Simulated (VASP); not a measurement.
Set up this calculation in VASP 6.6.1, as the native input.

* Task: single point
* Functional: PBEsol
* Potentials or basis: VASP PAW PBE potentials, release 64 (F_h)
* Cutoff: 910 eV
* k mesh: 4 × 4 × 2
* Occupations: gaussian, width 0.05 eV
* Spin: no spin polarisation
* Dipole correction: no
* Further INCAR settings: ALGO = Normal; EDIFF = 1e-06; NBANDS = 22

The structure of F lies in POSCAR:

```
F
1.0
    3.3222626172     -1.7622687485     -0.2562415537
    3.3222626172      1.7622687485     -0.2562415537
   -2.5421318239      0.0000000000      7.0756491283
F
4
Direct
    0.0848459664      0.0848459664      0.0940038325
    0.9151540336      0.9151540336      0.9059961675
    0.5015719855      0.5015719855      0.5937195244
    0.4984280145      0.4984280145      0.4062804756
```

One way to write it, as run:

INCAR

```
PREC = Accurate ; ENCUT = 910
EDIFF = 1E-6 ; ISMEAR = 0
SIGMA = 0.05 ; LREAL = F
LASPH = T ; NELM = 120
ALGO = Normal ; ISIF = 2
LWAVE = F ; LCHARG = F
GGA = PS ; NBANDS = 22
GGA_COMPAT = F
```

KPOINTS

```
regular mesh
0
Gamma
  4 4 2
```

Potentials or basis: VASP PAW PBE potentials, release 64 (F_h).

Command:

```bash
$ cat potpaw_PBE.64/F_h/POTCAR > POTCAR
$ mpirun -np 1 vasp_std > vasp.out
```

Results of the run:

```yaml
Pressure: -0.9 GPa
Largest_force: 0.013 eV/Å
Band_gap_on_the_k_mesh: 3.14 eV (least direct gap 3.23 eV)
```

Caveat: the k points lie up to 0.52 Å⁻¹ apart; the cutoff is under 1.25 times the usual one of these potentials, so pressure, stress and relaxed cells hold a basis-set (Pulay) error; this functional lacks dispersion, which holds the molecules together, so the pressure and a relaxed volume are unreliable; the PAW data sets were made with another functional, which shifts forces and pressure a little.

Wall time 44 s on 1 thread of AMD EPYC 9R45 96-Core Processor (Zen 5), with other jobs on the host, peak memory 0.3 GiB.
